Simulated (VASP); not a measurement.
Here is a VASP 6.6.1 calculation.

INCAR

```
SYSTEM = SnMo
ALGO = Normal
EDIFF = 1E-7
EDIFFG = -0.04
ENCUT = 600
GGA = PE
IBRION = 2
ISIF = 3
ISMEAR = 0
LASPH = .TRUE.
LCHARG = .FALSE.
LREAL = .FALSE.
LWAVE = .FALSE.
NELM = 100
NSW = 90
PREC = Accurate
SIGMA = 0.1
```

KPOINTS

```
k-points
0
G
  6 6 6
  0 0 0
```

Contents of POSCAR:

```
SnMo
1.0
    0.0000000000      2.9243135600      2.9243135600
    2.9243135600      0.0000000000      2.9243135600
    2.9243135600      2.9243135600      0.0000000000
Sn Mo
1 1
Direct
    0.7500000000      0.7500000000      0.7500000000
    0.0000000000      0.0000000000      0.0000000000
```

Potentials or basis: VASP PAW PBE potentials, release 64 (Sn_d, Mo_sv).

The run is started by

```console
$ cat potpaw_PBE.64/Sn_d/POTCAR potpaw_PBE.64/Mo_sv/POTCAR > POTCAR
$ mpirun -np 1 vasp_std > vasp.out
```

Problem. Estimate the band gap on the k mesh.

Solution. Zero (band 14 reaches 5.50 eV, above the bottom of band 15 at 5.28 eV).

Problem. What does it give for the relaxed cell?

Solution. a = 4.362 Å, b = 4.362 Å, c = 4.362 Å, α = 60.00°, β = 60.00°, γ = 60.00°.

Problem. Predict the space group after relaxing (to 0.05 Å).

Solution. F-43m (No. 216).

Problem. Predict the relaxed volume.

Solution. 29.34 Å³/atom.

Step by step:
```
step  energy change (eV)  largest force (eV/Å)  pressure (GPa)  volume (Å³)
   1              0.0000                0.0000           15.32        50.02
   2             -0.0520                0.0000           -7.71        69.39
   3             -0.3558                0.0000           -0.26        58.86
   4             -0.3560                0.0000           -0.05        58.67
```

Caveat: the volume moved by over 15 % at a fixed basis, so the end points are rough; spin-orbit coupling is left out, which moves the levels of the heavy elements.
